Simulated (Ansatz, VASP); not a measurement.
## One calculation of HfS2, two programs

```
Hf S
1.0
     3.73920    0.00000    0.00000
    -1.86960    3.23825    0.00000
     0.00000    0.00000    5.79018
Hf S
1 2
Direct
  0.00000 0.00000 0.00000
  0.33333 0.66667 0.23974
  0.66667 0.33333 0.76026
```

Change from the starting cell: epitaxial_xy strain +3.0%.

Alike in both runs: task single point; functional r2SCAN; k mesh 12 × 12 × 4; no spin polarisation.

|  | VASP | Ansatz |
| --- | --- | --- |
| version | VASP 6.6.1 | Ansatz 0.2.0 |
| potentials or method | VASP PAW PBE potentials, release 64 (Hf_pv, S) | plane waves, PAW |
| plane-wave cutoff (eV) | 550 | 500 |
| occupations | gaussian, width 0.01 eV | fixed |
| valence electrons in the cell | 22 | 38 |

Ansatz gave:

```
gap on the k mesh at the Fermi level (eV)                     : 1.48
pressure (GPa)                                                : -2.3
traceless stress, the component that is largest in VASP (GPa) : 3.21
rms of the force components (eV/Å)                            : 0.016
```

Task: Estimate VASP's values.

Result: gap on the k mesh at the Fermi level (eV): 1.50; pressure (GPa): -3.0; traceless stress, the component that is largest in VASP (GPa): 3.37; rms of the force components (eV/Å): 0.055.

VASP's potentials were made for PBE, not for r2SCAN. Atom by atom the forces differ by 0.040 eV/Å (rms over components). VASP's potentials hold 22 valence electrons a cell and Ansatz's 38, so a difference there can come from the potentials and not from the codes.

Neither program's run includes spin-orbit coupling.
